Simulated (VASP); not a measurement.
# Ni (C2/c) in VASP: notebook, part 2 of 3

VASP 6.6.1.

## Step 3: Single point, PBE (10.57 Å³/atom)

This run uses another cell than the first one, of 10.57 Å³/atom.

The input, INCAR:

```
SYSTEM = Ni
PREC = Accurate ; ENCUT = 520
EDIFF = 1E-6 ; ISMEAR = -1
SIGMA = 0.1 ; LREAL = .False.
LASPH = .True. ; NELM = 60
ALGO = Normal ; ISIF = 2
LWAVE = .False. ; LCHARG = .True.
GGA = PE ; LELF = .True.
LVHAR = .True. ; NBANDS = 17
```

The input, KPOINTS:

```
Automatic mesh
0
Gamma
  17 17 16
  0 0 0
```

The input, POSCAR:

```
Ni
1.0
   -2.9069421004      2.9072883104      1.2006382866
    2.9072883104     -2.9069421004      1.2006382866
    1.5135323242      1.5135323242     -1.2000042025
Ni
2
Direct
    0.0000238181      0.9999761819      0.0000000000
    0.7499761819      0.2500238181      0.5000000000
```

Potentials or basis: VASP PAW PBE potentials, release 64 (Ni).

On the command line:

```
> cat potpaw_PBE.64/Ni/POTCAR > POTCAR
> mpirun -np 1 vasp_std > vasp.out
```

OUTCAR:

```text
SYSTEM = Ni
   PREC = Accurate
   ENCUT = 520
   EDIFF = 1E-6
   ISMEAR = -1
   LREAL = .False.
   LASPH = .True.
   NELM = 60
   ISIF = 2
   GGA = PE

 ion  position               nearest neighbor table
   1  0.000  1.000  0.000-   2 2.39   2 2.39   2 2.39   2 2.39   2 2.93   2 2.93   2 2.94   2 2.94

   2  0.750  0.250  0.500-   1 2.39   1 2.39   1 2.39   1 2.39   1 2.93   1 2.93   1 2.94   1 2.94

  LATTYP: Found a base centered monoclinic cell.
 ALAT       =     2.4012766231
 B/A-ratio  =     3.4242466789
 C/A-ratio  =     1.0219100889
 COS(beta)  =    -0.4888435611

  Lattice vectors:

 A1 = (  -2.9069421004,   2.9072883104,   1.2006382866)
 A2 = (   2.9072883104,  -2.9069421004,   1.2006382866)
 A3 = (   1.5135323242,   1.5135323242,  -1.2000042025)

Analysis of symmetry for initial positions (statically):
=====================================================================
 Subroutine PRICEL returns:
 Original cell was already a primitive cell.

 Routine SETGRP: Setting up the symmetry group for a
 base centered monoclinic supercell.

 Subroutine GETGRP returns: Found  4 space group operations
 (whereof  2 operations were pure point group operations)
 out of a pool of  4 trial point group operations.

The static configuration has the point symmetry C_2 .
 The point group associated with its full space group is C_2h.

Analysis of symmetry for dynamics (positions and initial velocities):
=====================================================================
 Subroutine PRICEL returns:
 Original cell was already a primitive cell.

 Routine SETGRP: Setting up the symmetry group for a
 base centered monoclinic supercell.

 Subroutine GETGRP returns: Found  4 space group operations
 (whereof  2 operations were pure point group operations)
 out of a pool of  4 trial point group operations.

The dynamic configuration has the point symmetry C_2 .
 The point group associated with its full space group is C_2h.

 Subroutine INISYM returns: Found  4 space group operations
 (whereof  2 operations are pure point group operations),
 and found     1 'primitive' translations

----------------------------------------------------------------------------------------

                                     Primitive cell

  volume of cell :      21.1337

  direct lattice vectors                    reciprocal lattice vectors
    -2.906942100  2.907288310  1.200638287     0.079074512  0.251066320  0.416397558
     2.907288310 -2.906942100  1.200638287     0.251066320  0.079074512  0.416397558
     1.513532324  1.513532324 -1.200004202     0.330315278  0.330315278 -0.000095248

  length of vectors
     4.283009455  4.283009455  2.453888807     0.492619531  0.492619531  0.467136356

  position of ions in fractional coordinates (direct lattice)
     0.000023818  0.999976182  1.000000000
     0.749976182  0.250023818  0.500000000

  ion indices of the primitive-cell ions
   primitive index   ion index
                 1           1
                 2           2

----------------------------------------------------------------------------------------

 KPOINTS: Automatic mesh

Automatic generation of k-mesh.
 Grid dimensions read from file:
 generate k-points for:   17   17   16

 Generating k-lattice:

  Cartesian coordinates                     Fractional coordinates (reciprocal lattice)
     0.004651442  0.014768607  0.024493974     0.058823529  0.000000000  0.000000000
     0.014768607  0.004651442  0.024493974     0.000000000  0.058823529  0.000000000
     0.020644705  0.020644705 -0.000005953    -0.000000000 -0.000000000  0.062500000

  Length of vectors
     0.028977619  0.028977619  0.029196022

  Shift w.r.t. Gamma in fractional coordinates (k-lattice)
     0.000000000  0.000000000  0.000000000

 Subroutine IBZKPT returns following result:
 ===========================================

 Found   1233 irreducible k-points:

 Following reciprocal coordinates:
            Coordinates               Weight
  0.000000  0.000000  0.000000      1.000000
  0.058824  0.000000  0.000000      4.000000
  0.117647  0.000000  0.000000      4.000000
  0.176471  0.000000  0.000000      4.000000
  0.235294  0.000000  0.000000      4.000000
  0.294118  0.000000  0.000000      4.000000
[... 16 lines left out ...]
 -0.176471  0.058824 -0.000000      4.000000
 -0.117647  0.058824 -0.000000      4.000000
 [... further k-points ...]
   k-points           NKPTS =   1233   k-points in BZ     NKDIM =   1233   number of bands    NBANDS=     17
   number of dos      NEDOS =    301   number of ions     NIONS =      2
   total plane-waves  NPLWV =  18432
   dimension x,y,z NGX =    32 NGY =   32 NGZ =   18
   dimension x,y,z NGXF=    64 NGYF=   64 NGZF=   36
   ions per type =               2
   NGX,Y,Z   is equivalent  to a cutoff of  12.42, 12.42, 12.19 a.u.
   NGXF,Y,Z  is equivalent  to a cutoff of  24.84, 24.84, 24.39 a.u.
 SYSTEM =  Ni
   PREC   = accura    normal or accurate (medium, high low for compatibility)
   ISTART =      0    job   : 0-new  1-cont  2-samecut
   ICHARG =      2    charge: 1-file 2-atom 10-const
   ISPIN  =      1    spin polarized calculation?
   LNONCOLLINEAR =      F non collinear calculations
   LSORBIT =      F    spin-orbit coupling
   LASPH  =      T    aspherical Exc in radial PAW
   ENCUT  =  520.0 eV  38.22 Ry    6.18 a.u.   7.96  7.96  4.56*2*pi/ulx,y,z
   NELM   =     60;   NELMIN=  2; NELMDL= -5     # of ELM steps
   EDIFF  = 0.1E-05   stopping-criterion for ELM
   LREAL  =      F    real-space projection
   EDIFFG = 0.1E-04   stopping-criterion for IOM
   NSW    =      0    number of steps for IOM
   IBRION =     -1    ionic relax: 0-MD 1-quasi-New 2-CG
   NFREE  =      0    steps in history (QN), initial steepest desc. (CG)
   ISIF   =      2    stress and relaxation
   ISYM   =      2    0-nonsym 1-usesym 2-fastsym
   POTIM  = 0.5000    time-step for ionic-motion
   TEBEG  =    0.0;   TEEND  =   0.0 temperature during run
   PSTRESS=    0.0 pullay stress
   NELECT =      20.0000    total number of electrons
   NUPDOWN=      -1.0000    fix difference up-down
   EMIN   =  10.00;   EMAX   =-10.00  energy-range for DOS
   EFERMI =   0.00;   METHOD = LEGACY
   ISMEAR =    -1;   SIGMA  =   0.10  broadening in eV -4-tet -1-fermi 0-gaus
   EFERMI_NEDOS =   21; number of points for ismear=-14 and -15
   IALGO  =     38    algorithm
   IMIX   =      4    mixing-type and parameters
     AMIX     =   0.40;   BMIX     =  1.00
     AMIX_MAG =   1.60;   BMIX_MAG =  1.00
  volume/ion in A,a.u.               =      10.57        71.31
  Fermi-wavevector in a.u.,A,eV,Ry     =   1.607285  3.037328 35.148818  2.583365
  Thomas-Fermi vector in A             =   2.703338
   LORBIT       =      0    0 simple, 1 ext, 2 COOP (PROOUT), +10 PAW based schemes
   GGA     = PE    functional components
[... 5 lines left out ...]
 non-spin polarized calculation
  energy-cutoff  :      520.00
  volume of cell :       21.13
 maximum number of plane-waves:       585
   NGX = 15   NGY = 15   NGZ =  9

 number of electron      20.0000015 magnetization

 Free energy of the ion-electron system (eV)
  ---------------------------------------------------
  ext. energy  EPLUGINS =         0.00000000
  ---------------------------------------------------
  free energy    TOTEN  =       -10.75700315 eV

  energy without entropy =      -10.59120779  energy(sigma->0) =      -10.67410547

 E-fermi :   9.6459     XC(G=0): -13.4188

 val. band max:        9.6454410733   @ k =   0.4118   0.1765   0.0000
 cond. band min:       9.6459290176   @ k =  -0.1176   0.3529   0.2500
 fundamental gap:      0.0004879442
 Fermi energy:         9.6458942641

 k-point     1 :       0.0000    0.0000    0.0000
  band No.  band energies     occupation
      1       0.5763      2.00000
      2       5.0364      2.00000
      3       7.2569      2.00000
      4       7.5873      2.00000
      5       8.0092      2.00000
      6       8.0257      2.00000
[... 9 lines left out ...]
     16      35.2608      0.00000
     17      36.8311      0.00000
[... 441 lines left out ...]
 k-point    24 :      -0.1176    0.0588   -0.0000
  band No.  band energies     occupation
      1       0.7782      2.00000
      2       5.0707      2.00000
      3       7.2589      2.00000
      4       7.6172      2.00000
      5       7.9690      2.00000
      6       8.0206      2.00000
[... 9 lines left out ...]
     16      33.8935      0.00000
     17      35.0981      0.00000

 [... further k-points ...]

------------------------ aborting loop because EDIFF is reached ----------------------------------------

  FORCE on cell =-STRESS in cart. coord.  units (eV):
  Direction    XX          YY          ZZ          XY          YZ          ZX
  --------------------------------------------------------------------------------------
  -------------------------------------------------------------------------------------
  Total        1.1482536      1.1482536      1.1196417      0.0314102     -0.0029469     -0.0029468
  in kB       87.0507719     87.0507719     84.8816615      2.3812550     -0.2234050     -0.2234008
  external PRESSURE =      86.3277351 kB  Pullay stress =       0.0000000 kB

 VOLUME and BASIS-vectors are now :
 -----------------------------------------------------------------------------
  energy-cutoff  :      520.00
  volume of cell :       21.13
      direct lattice vectors                 reciprocal lattice vectors
    -2.906942100  2.907288310  1.200638287     0.079074512  0.251066320  0.416397558
     2.907288310 -2.906942100  1.200638287     0.251066320  0.079074512  0.416397558
     1.513532324  1.513532324 -1.200004202     0.330315278  0.330315278 -0.000095248

 POSITION                                       TOTAL-FORCE (eV/Angst)
 -----------------------------------------------------------------------------------
      2.90715     -2.90680      1.20064         0.001794     -0.001794     -0.000000
     -0.69648      2.21036      0.60064        -0.001794      0.001794      0.000000
 -----------------------------------------------------------------------------------
    total drift:                                0.000000      0.000000     -0.000000

  FREE ENERGIE OF THE ION-ELECTRON SYSTEM (eV)
  ---------------------------------------------------
  free  energy   TOTEN  =       -10.7570031462 eV

  energy  without entropy=      -10.5912077866  energy(sigma->0) =      -10.67410547
```

OSZICAR:

```text
N       E                     dE             d eps       ncg     rms          rms(c)
DAV:   1     0.879685383920E+02    0.87969E+02   -0.93219E+03 44594   0.169E+03
DAV:   2    -0.959062578911E+01   -0.97559E+02   -0.91721E+02 42135   0.255E+02
DAV:   3    -0.127368668207E+02   -0.31462E+01   -0.30723E+01 47049   0.605E+01
DAV:   4    -0.127768627202E+02   -0.39996E-01   -0.39977E-01 52660   0.576E+00
DAV:   5    -0.127777394514E+02   -0.87673E-03   -0.87669E-03 47712   0.771E-01    0.140E+01
DAV:   6    -0.113631170881E+02    0.14146E+01   -0.10090E+01 43847   0.683E+01    0.787E+00
DAV:   7    -0.107949113108E+02    0.56821E+00   -0.20352E+00 44245   0.280E+01    0.265E+00
DAV:   8    -0.107602833565E+02    0.34628E-01   -0.16156E-02 64344   0.221E+00    0.715E-01
DAV:   9    -0.107569864731E+02    0.32969E-02   -0.10317E-03 62931   0.393E-01    0.545E-02
DAV:  10    -0.107570017080E+02   -0.15235E-04   -0.59002E-05 44214   0.832E-02    0.321E-02
DAV:  11    -0.107570029144E+02   -0.12064E-05   -0.27065E-06 49749   0.163E-02    0.527E-03
DAV:  12    -0.107570031462E+02   -0.23176E-06   -0.32887E-07 23228   0.720E-03
   1 F= -.10757003E+02 E0= -.10674105E+02  d E =-.165795E+00
```

stdout:

```text
POSCAR found type information on POSCAR Ni
 POSCAR found :  1 types and       2 ions
 scaLAPACK will be used
 LDA part: xc-table for (Slater+PW92), standard interpolation
 POSCAR, INCAR and KPOINTS ok, starting setup
 FFT: planning ... GRIDC
 FFT: planning ... GRID_SOFT
 FFT: planning ... GRID
 WAVECAR not read
 entering main loop
```

It took 3 min on 1 thread of Intel Xeon 6975P-C (Granite Rapids), shared host; peak memory 0.46 GiB.

What came out:

| Quantity | Value |
| --- | --- |
| Free energy | -10.7570 eV |
| Pressure | 8.6 GPa |
| Band gap on the k mesh | zero (bands 10 and 11 overlap by 0.77 eV) |

Forces in eV/Å, atoms in the order of the input:
```
Ni   0.002 -0.002  0.000
Ni  -0.002  0.002  0.000
```

Stress tensor (GPa, compression positive):
```
 8.71  0.24 -0.02
 0.24  8.71 -0.02
-0.02 -0.02  8.49
```

Caveat: the cell stands under pressure; the run has no spin polarisation, though such a crystal can be magnetic.

## Step 4: Single point, PBE (11.01 Å³/atom)

This run uses another cell than the first one, of 11.01 Å³/atom.

The input, INCAR:

```
PREC     = Accurate       # precision mode
ENCUT    = 520            # plane-wave cutoff, eV
EDIFF    = 1E-6           # SCF threshold, eV
ISMEAR   = -1             # smearing method
SIGMA    = 0.1            # smearing width, eV
LREAL    = False          # projectors in reciprocal space
LASPH    = True           # aspherical terms in the spheres
NELM     = 100            # most SCF steps
ALGO     = Normal         # electronic algorithm
ISIF     = 2              # what is computed and relaxed
LWAVE    = False          # write WAVECAR
LCHARG   = True           # write CHGCAR
GGA      = PE             # functional
LELF     = True           # ELF
LVHAR    = True         
NBANDS   = 17             # bands
```

The input, KPOINTS:

```
Automatic mesh
0
Gamma
  17 17 16
```

The input, POSCAR:

```
Ni
1.0
   -2.9467681740      2.9471191272      1.2170874305
    2.9471191272     -2.9467681740      1.2170874305
    1.5342682205      1.5342682205     -1.2164446592
Ni
2
Direct
    0.0000238181      0.9999761819      0.0000000000
    0.7499761819      0.2500238181      0.5000000000
```

Potentials or basis: VASP PAW PBE potentials, release 64 (Ni).

On the command line:

```
> cat potpaw_PBE.64/Ni/POTCAR > POTCAR
> mpirun -np 1 vasp_std > vasp.out
```

OUTCAR:

```text
PREC = Accurate
   ENCUT = 520
   EDIFF = 1E-6
   ISMEAR = -1
   LREAL = False
   LASPH = True
   NELM = 100
   ISIF = 2
   GGA = PE

 ion  position               nearest neighbor table
   1  0.000  1.000  0.000-   2 2.43   2 2.43   2 2.43   2 2.43   2 2.97   2 2.97   2 2.98   2 2.98

   2  0.750  0.250  0.500-   1 2.43   1 2.43   1 2.43   1 2.43   1 2.97   1 2.97   1 2.98   1 2.98

  LATTYP: Found a base centered monoclinic cell.
 ALAT       =     2.4341749116
 B/A-ratio  =     3.4242466787
[... 673 lines left out ...]
------------------------ aborting loop because EDIFF is reached ----------------------------------------

  FORCE on cell =-STRESS in cart. coord.  units (eV):
  Direction    XX          YY          ZZ          XY          YZ          ZX
  --------------------------------------------------------------------------------------
  -------------------------------------------------------------------------------------
  Total       -0.0036253     -0.0036253      0.0100070      0.0143894     -0.0028408     -0.0028408
  in kB       -0.2638465     -0.2638465      0.7283017      1.0472456     -0.2067502     -0.2067511
  external PRESSURE =       0.0668696 kB  Pullay stress =       0.0000000 kB

 VOLUME and BASIS-vectors are now :
 -----------------------------------------------------------------------------
  energy-cutoff  :      520.00
  volume of cell :       22.01
      direct lattice vectors                 reciprocal lattice vectors
    -2.946768174  2.947119127  1.217087430     0.078005806  0.247673116  0.410769874
     2.947119127 -2.946768174  1.217087430     0.247673116  0.078005806  0.410769874
     1.534268221  1.534268221 -1.216444659     0.325851011  0.325851011 -0.000093961

 POSITION                                       TOTAL-FORCE (eV/Angst)
 -----------------------------------------------------------------------------------
      2.94698     -2.94663      1.21709         0.001505     -0.001505      0.000000
     -0.70602      2.24064      0.60887        -0.001505      0.001505     -0.000000
 -----------------------------------------------------------------------------------
    total drift:                                0.000000      0.000000     -0.000000

  FREE ENERGIE OF THE ION-ELECTRON SYSTEM (eV)
  ---------------------------------------------------
  free  energy   TOTEN  =       -10.7797229187 eV

  energy  without entropy=      -10.6079254297  energy(sigma->0) =      -10.69382417
```

OSZICAR:

```text
N       E                     dE             d eps       ncg     rms          rms(c)
DAV:   1     0.889090270571E+02    0.88909E+02   -0.93251E+03 44186   0.167E+03
DAV:   2    -0.956827624394E+01   -0.98477E+02   -0.92594E+02 42057   0.254E+02
DAV:   3    -0.127608671434E+02   -0.31926E+01   -0.31159E+01 47249   0.607E+01
DAV:   4    -0.128013382769E+02   -0.40471E-01   -0.40451E-01 52639   0.579E+00
DAV:   5    -0.128021872270E+02   -0.84895E-03   -0.84891E-03 47758   0.751E-01    0.135E+01
DAV:   6    -0.114745712243E+02    0.13276E+01   -0.10798E+01 43699   0.699E+01    0.836E+00
DAV:   7    -0.108137235832E+02    0.66085E+00   -0.22992E+00 43939   0.293E+01    0.239E+00
DAV:   8    -0.107832745983E+02    0.30449E-01   -0.15442E-02 64208   0.195E+00    0.699E-01
DAV:   9    -0.107797045346E+02    0.35701E-02   -0.10408E-03 64158   0.438E-01    0.606E-02
DAV:  10    -0.107797214257E+02   -0.16891E-04   -0.61690E-05 44088   0.820E-02    0.363E-02
DAV:  11    -0.107797228219E+02   -0.13961E-05   -0.28278E-06 49755   0.157E-02    0.415E-03
DAV:  12    -0.107797229187E+02   -0.96815E-07   -0.28318E-07 23379   0.630E-03
   1 F= -.10779723E+02 E0= -.10693824E+02  d E =-.171797E+00
```

Run time: 2.8 min. Hardware: 1 thread of Intel Xeon 6975P-C (Granite Rapids), shared host; peak memory 0.48 GiB.

Results:

| Quantity | Value |
| --- | --- |
| Free energy | -10.7797 eV |
| Pressure | 0.0 GPa |
| Band gap on the k mesh | zero (bands 10 and 11 overlap by 0.73 eV) |

Forces on the atoms (eV/Å):
```
Ni   0.002 -0.002  0.000
Ni  -0.002  0.002  0.000
```

Levels at points of the mesh, in eV from the Fermi level:
```
           k point  band 8  band 9  band 10  band 11  band 12  band 13
(0.00, 0.00, 0.00)   -1.29   -0.56    -0.52    -0.44    -0.02     5.54
(0.00, 0.00, 0.50)   -0.54    0.05     0.05     2.34     2.34    10.74
```

Caveat: the run has no spin polarisation, though such a crystal can be magnetic. Spin polarisation is off, so any magnetic state and its effect on volume and gap are missing.

(Continued in part 3 of 3.)
